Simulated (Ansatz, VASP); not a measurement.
This is a calculation of CdS for Ansatz 0.2.0.

input.yaml

```yaml
crystal:
  lattice:
    - [4.15, 0.0, 0.0]
    - [-2.075, 3.5940054257, 0.0]
    - [0.0, 0.0, 6.737]
  atoms:
    - { symbol: Cd, position: [0.6666666667, 0.3333333333, 0.5] }
    - { symbol: Cd, position: [0.3333333333, 0.6666666667, 0.0] }
    - { symbol: S, position: [0.6666666667, 0.3333333333, 0.875] }
    - { symbol: S, position: [0.3333333333, 0.6666666667, 0.375] }
hamiltonian:
  xc: { exchange: pbe, correlation: pbe, exx: { coeff: 0.25, omega: 0.2 } }
  pseudopotentials: { kind: paw }
kpoints:
  mp_grid: { grid: [4, 4, 2] }
scf:
  occupations: { method: fermi_dirac, width: 0.05 }
output:
  forces: true
  stress: true
  eigenvalues: true
```

Potentials or basis: Ansatz PAW.

Command:

```console
$ ansatz run input.yaml --threads 2 --pin off --max-ram 5632MiB --backend cpu --events-out ev --progress --plain --runs-dir out
```

Q: Set up the same calculation for VASP 6.6.1. Potentials there: VASP PAW PBE potentials, release 64 (Cd, S).

A: As run (the cutoff follows the program's own potentials):

Contents of POSCAR:

```
CdS
1.0
    4.1500000000      0.0000000000      0.0000000000
   -2.0750000000      3.5940054257      0.0000000000
    0.0000000000      0.0000000000      6.7370000000
Cd S
2 2
Direct
    0.6666666667      0.3333333333      0.5000000000
    0.3333333333      0.6666666667      0.0000000000
    0.6666666667      0.3333333333      0.8750000000
    0.3333333333      0.6666666667      0.3750000000
```

INCAR.step1

```
PREC = Accurate
ENCUT = 520
EDIFF = 1E-5
ISMEAR = -1
SIGMA = 0.05
LREAL = F
LASPH = T
NELM = 80
ALGO = Normal
ISIF = 2
LWAVE = T
LCHARG = F
NBANDS = 26
GGA = PE
```

The input INCAR.step2:

```
PREC = Accurate
ENCUT = 520
EDIFF = 1E-7
ISMEAR = -1
SIGMA = 0.05
LREAL = F
LASPH = T
NELM = 80
ALGO = Normal
ISIF = 2
LWAVE = F
LCHARG = F
GGA = PE
LHFCALC = T
AEXX = 0.25
HFSCREEN = 0.2
PRECFOCK = Normal
NBANDS = 26
ISTART = 1
```

KPOINTS

```
Automatic mesh
0
Gamma
  4 4 2
```

Potentials or basis: VASP PAW PBE potentials, release 64 (Cd, S).

Command:

```sh
$ cat potpaw_PBE.64/Cd/POTCAR potpaw_PBE.64/S/POTCAR > POTCAR
$ cp INCAR.step1 INCAR
$ mpirun -np 1 vasp_std > vasp.out
$ cp INCAR.step2 INCAR
$ mpirun -np 1 vasp_std > vasp.out
```

Both were run:

|  | VASP | Ansatz | Ansatz less VASP |
| --- | --- | --- | --- |
| gap on the k mesh at the Fermi level (eV) | 2.25 | 2.25 | -0.004 |
| least direct gap on the mesh (eV) | 2.25 | 2.25 | -0.004 |
| pressure (GPa) | 1.3 | 1.0 | -0.32 |
| traceless stress, the component that is largest in VASP (GPa) | 0.25 | 0.25 | -0.003 |
| rms of the force components (eV/Å) | 0.036 | 0.036 | -0.0006 |

VASP's potentials were made for PBE, not for PBE-based screened hybrid. Atom by atom the forces differ by 0.001 eV/Å (rms over components). With one functional, cell and mesh, what is left measures potentials, basis and numerics. VASP's potentials hold 36 valence electrons a cell and Ansatz's 52, so a difference there can come from the potentials and not from the codes.

The k mesh is coarse, so the values compare programs but aren't converged.
